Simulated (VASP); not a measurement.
Here is a VASP 6.6.1 calculation.

File INCAR:

```
PREC     = Accurate       # precision mode
ENCUT    = 520            # plane-wave cutoff, eV
EDIFF    = 1E-6           # SCF threshold, eV
ISMEAR   = -1             # smearing method
SIGMA    = 0.1            # smearing width, eV
LREAL    = False          # projectors in reciprocal space
LASPH    = True           # aspherical terms in the spheres
NELM     = 60             # most SCF steps
ALGO     = Normal         # electronic algorithm
ISIF     = 2              # what is computed and relaxed
LWAVE    = False          # write WAVECAR
LCHARG   = False          # write CHGCAR
NBANDS   = 10             # bands
```

The input KPOINTS:

```
Automatic mesh
0
Gamma
  8 8 8
```

File POSCAR:

```
Cs
1.0
    4.6971559676      0.0000000000      0.0000000000
    0.0000000000      4.6971559676      0.0000000000
    0.0000000000      0.0000000000      4.6971559676
Cs
1
Direct
    0.0000000000      0.0000000000      0.0000000000
```

Potentials or basis: VASP PAW LDA potentials, release 64 (Cs_sv).

Launch:

```sh
$ cat potpaw_LDA.64/Cs_sv/POTCAR > POTCAR
$ mpirun -np 1 vasp_std > vasp.out
```

Problem. What does it give for the band gap on the k mesh?

Solution. Zero (an odd number of electrons rules out a gap without spin polarisation).

Problem. Predict the pressure.

Solution. 0.0 GPa.

Caveat: spin-orbit coupling is left out, which moves the levels of the heavy elements.
